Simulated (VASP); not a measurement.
Set up this calculation in VASP 6.6.1, as the native input.

- Task: single point
- Functional: r2SCAN
- Dispersion: D4
- Potentials or basis: VASP PAW PBE potentials, release 64 (Hf_pv, B)
- Cutoff: 520 eV
- k mesh: 12 × 12 × 10
- Occupations: fermi-dirac, width 0.1 eV
- Spin: no spin polarisation
- Dipole correction: no
- Further INCAR settings: ALGO = Normal; EDIFF = 1e-06; NBANDS = 15

Crystal: HfB2.

```
Hf B
1.0
     3.13041    0.00000    0.00000
    -1.56520    2.71101    0.00000
     0.00000    0.00000    3.46457
Hf B
1 2
Direct
  0.00000 0.00000 0.00000
  0.33333 0.66667 0.50000
  0.66667 0.33333 0.50000
```

The input as run:

POSCAR

```
HfB2
1.0
    3.1304090101      0.0000000000      0.0000000000
   -1.5652045050      2.7110137270      0.0000000000
    0.0000000000      0.0000000000      3.4645730016
Hf B
1 2
Direct
    0.0000000000      0.0000000000      0.0000000000
    0.3333333333      0.6666666667      0.5000000000
    0.6666666667      0.3333333333      0.5000000000
```

INCAR.step1

```
SYSTEM = HfB2
ALGO = Normal
EDIFF = 1E-4
ENCUT = 520
GGA = PE
ISMEAR = -1
LASPH = .TRUE.
LCHARG = .FALSE.
LREAL = .FALSE.
LWAVE = .TRUE.
NBANDS = 15
NELM = 100
PREC = Accurate
SIGMA = 0.1
```

INCAR.step2

```
SYSTEM = HfB2
ALGO = Normal
EDIFF = 1E-6
ENCUT = 520
ISIF = 2
ISMEAR = -1
ISTART = 1
IVDW = 13
LASPH = .TRUE.
LCHARG = .FALSE.
LMIXTAU = .TRUE.
LREAL = .FALSE.
LWAVE = .FALSE.
METAGGA = R2SCAN
NBANDS = 15
NELM = 100
PREC = Accurate
SIGMA = 0.1
VDW_A1 = 0.51559235
VDW_A2 = 5.77342911
VDW_S6 = 1.0
VDW_S8 = 0.6018749
```

KPOINTS

```
k-points
0
G
  12 12 10
  0 0 0
```

Potentials or basis: VASP PAW PBE potentials, release 64 (Hf_pv, B).

Run with:

```bash
$ cat potpaw_PBE.64/Hf_pv/POTCAR potpaw_PBE.64/B/POTCAR > POTCAR
$ cp INCAR.step1 INCAR
$ mpirun -np 1 vasp_std > vasp.out
$ cp INCAR.step2 INCAR
$ mpirun -np 1 vasp_std > vasp.out
```

It gave:

- Pressure: -0.6 GPa
- Band gap on the k mesh: zero (bands 8 and 9 overlap by 1.48 eV)
- Dispersion energy per atom: -0.115 eV

Caveat: the PAW data sets were made with another functional, which shifts forces and pressure a little; spin-orbit coupling is left out, which moves the levels of the heavy elements.

It took 3.3 min on 1 thread of AMD EPYC 7R43 64-Core Processor (Zen 3), on a shared host, peak memory 0.15 GiB.
